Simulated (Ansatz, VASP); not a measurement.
One calculation of CaO, two programs

File INCAR:

```
  ALGO = Normal
  EDIFF = 1E-7
  ENCUT = 520
  GGA = PE
  ISIF = 2
  ISMEAR = -1
  LASPH = True
  LCHARG = True
  LELF = True
  LREAL = False
  LVHAR = True
  LWAVE = False
  NBANDS = 15
  NELM = 80
  PREC = Accurate
  SIGMA = 0.02
```

KPOINTS

```
k-points
0
Gamma
  8 8 8
```

File POSCAR:

```
CaO
1.0
    0.0000000000      2.5848351950      2.6413752923
    2.5848351950      0.0000000000      2.6413752923
    2.5848351950      2.5848351950      0.0000000000
Ca O
1 1
Direct
    0.0000000000      0.0000000000      0.0000000000
    0.2500000000      0.2500000000      0.2500000000
```

Input for Ansatz:

```yaml
crystal:
  lattice:
    - [0.0, 2.584835195, 2.6413752923]
    - [2.584835195, 0.0, 2.6413752923]
    - [2.584835195, 2.584835195, 0.0]
  atoms:
    - { symbol: Ca, position: [0.0, 0.0, 0.0] }
    - { symbol: O, position: [0.25, 0.25, 0.25] }
kpoints:
  mp_grid: { grid: [8, 8, 8] }
  band_path:
    path:
      - [0.0, 0.0, 0.0]
      - [-0.5, -0.5, 0.0]
      - [-0.375, -0.375, 0.25]
      - [-0.375, 0.0, 0.375]
      - [0.0, 0.0, 0.5]
      - [-0.5, -0.25, 0.25]
    npoints: 1
hamiltonian:
  xc: pbe
scf:
  occupations: { method: fermi_dirac, width: 0.02 }
  n_extra_bands: 4
output:
  forces: true
  stress: true
  eigenvalues: true
```

Change from the starting cell: epitaxial_xy strain -0.8%.

Alike in both runs: task single point; functional PBE; k mesh 8 × 8 × 8; occupations fermi-dirac, width 0.02 eV; no spin polarisation.

|  | VASP | Ansatz |
| --- | --- | --- |
| version | VASP 6.6.1 | Ansatz 0.2.0 |
| potentials or method | VASP PAW PBE potentials, release 64 (Ca_sv, O) | plane waves, PAW |
| plane-wave cutoff (eV) | 520 | 420 |
| valence electrons in the cell | 16 | 16 |

```csv
,VASP,Ansatz,Ansatz less VASP
gap on the k mesh at the Fermi level (eV),3.32,3.33,+0.007
pressure (GPa),2.1,1.6,-0.49
"traceless stress, the component that is largest in VASP (GPa)",-0.24,-0.25,-0.013
```
